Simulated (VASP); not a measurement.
LiH:

```
Li H
1.0
     1.36879   -3.91664    0.00000
     1.36879    3.91664    0.00000
     0.00000    0.00000    3.02324
Li H
2 2
Direct
  0.38685 0.61315 0.75000
  0.61315 0.38685 0.25000
  0.85650 0.14350 0.25000
  0.14350 0.85650 0.75000
```

| Quantity | Value |
| --- | --- |
| Program | VASP 6.6.1 |
| Task | relaxation of cell and atoms |
| Functional | PBEsol |
| Potentials or basis | VASP PAW PBE potentials, release 64 (Li_sv, H) |
| Cutoff | 600 eV |
| k mesh | 8 × 8 × 8 |
| Occupations | fermi-dirac, width 0.03 eV |
| Spin | no spin polarisation |

At the start: pressure -1.0 GPa; volume 8.10 Å³/atom.

Q: Where does the relaxation end?

A: Over 13 steps the energy falls by 83.4 meV/atom and the volume is 8.57 Å³/atom (+5.8 %); space group Cmcm (No. 63, to 0.1 Å) before and after.

Step by step:
```tsv
step	energy change (eV)	largest force (eV/Å)	pressure (GPa)	volume (Å³)
1	0.0000	0.9158	-0.98	32.42
2	-0.1189	0.6622	-0.66	32.18
3	-0.2402	0.1728	0.38	31.66
4	-0.2454	0.0584	0.74	31.52
5	-0.2730	0.0299	0.69	31.71
6	-0.3028	0.1785	0.73	32.11
7	-0.3134	0.1428	0.45	32.54
8	-0.3251	0.1258	-0.17	33.63
9	-0.3306	0.0677	0.05	33.74
10	-0.3322	0.0172	0.26	33.82
11	-0.3332	0.0053	0.10	34.12
12	-0.3332	0.0073	0.09	34.15
13	-0.3334	0.0040	-0.02	34.28
```

Final structure:
```yaml
crystal:
  lattice:
    - [1.34997, -4.53161, 0.00000]
    - [1.34997, 4.53161, 0.00000]
    - [0.00000, 0.00000, 2.80212]
  atoms:
    - { symbol: Li, position: [0.35593, 0.64407, 0.75000] }
    - { symbol: Li, position: [0.64407, 0.35593, 0.25000] }
    - { symbol: H, position: [0.85952, 0.14048, 0.25000] }
    - { symbol: H, position: [0.14048, 0.85952, 0.75000] }
```

Caveat: the cutoff is under 1.25 times the usual one of these potentials, so pressure, stress and relaxed cells hold a basis-set (Pulay) error; the PAW data sets were made with another functional, which shifts forces and pressure a little.
